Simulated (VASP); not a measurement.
Crystal: HfN.

```
CELL_PARAMETERS angstrom
0.00000 2.45482 2.45482
2.45482 0.00000 2.45482
2.45482 2.45482 0.00000
ATOMIC_POSITIONS crystal
Hf 0.00000 0.00000 0.00000
N 0.25000 0.25000 0.25000
```

- Program: VASP 6.6.1
- Task: relaxation of cell and atoms
- Functional: PBEsol
- Potentials or basis: VASP PAW PBE potentials, release 64 (Hf_pv, N)
- Cutoff: 600 eV
- k mesh: 7 × 7 × 7
- Occupations: methfessel-paxton, width 0.02 eV
- Spin: no spin polarisation

At the start: pressure -6.0 GPa; volume 14.79 Å³/atom.

Question: How do energy, volume and symmetry change on relaxing?

Answer: Over 3 steps the energy falls by 8.6 meV/atom and the volume is 14.36 Å³/atom (-3.0 %); space group F-43m (No. 216, to 0.1 Å) before and after.

Step by step:
| step | energy change (eV) | largest force (eV/Å) | pressure (GPa) | volume (Å³) |
| --- | --- | --- | --- | --- |
| 1 | 0.0000 | 0.0000 | -6.02 | 29.59 |
| 2 | 0.0343 | 0.0000 | 12.01 | 27.27 |
| 3 | -0.0171 | 0.0000 | -0.09 | 28.71 |

Final structure:
```
Hf N
1.0
     0.00000    2.43043    2.43043
     2.43043    0.00000    2.43043
     2.43043    2.43043    0.00000
Hf N
1 1
Direct
  0.00000 0.00000 0.00000
  0.25000 0.25000 0.25000
```

Caveat: the PAW data sets were made with another functional, which shifts forces and pressure a little.
